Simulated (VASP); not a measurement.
# PbS (Galena): single point with HSE06

Crystal: PbS (Galena).

```xyz
2
Lattice="0.0000 2.9657 2.9657 2.9657 0.0000 2.9657 2.9657 2.9657 0.0000" Properties=species:S:1:pos:R:3 pbc="T T T"
Pb    0.0000    0.0000    0.0000
S     2.9657    2.9657    2.9657
```

```
Program                            : VASP 6.6.1
Task                               : single point
Functional                         : HSE06
Potentials or basis                : VASP PAW PBE potentials, release 64 (Pb_d, S)
Cutoff                             : 520 eV
k mesh                             : 4 × 4 × 4
Occupations                        : fermi-dirac, width 0.05 eV
Spin                               : no spin polarisation
Dipole correction                  : no
Grid for exact exchange (PRECFOCK) : Normal
Further INCAR settings             : ALGO = Normal; EDIFF = 1e-06; NBANDS = 17
Screening parameter                : 0.2079 1/Å
```

```yaml
Pressure: 1.1 GPa
Band_gap_on_the_k_mesh: 0.80 eV, direct
```

Levels at points of the mesh, in eV from the valence-band top:
```
           k point  band 8  band 9  band 10  band 11  band 12  band 13
(0.00, 0.00, 0.00)   -2.55   -2.55    -2.55     6.04     6.04     6.04
(0.50, 0.00, 0.00)   -2.15   -2.15     0.00     0.80     2.48     2.48
(0.50, 0.50, 0.00)   -5.86   -3.94    -3.94     4.36     6.47     6.58
```

It took 7.9 min on 1 thread of Intel Xeon 6975P-C, with other jobs on the host, peak memory 0.29 GiB.

Caveat: the k points lie up to 0.46 Å⁻¹ apart; the PAW data sets were made with another functional, which shifts forces and pressure a little; spin-orbit coupling is left out, which moves the levels of the heavy elements. A k mesh can miss the band edges.
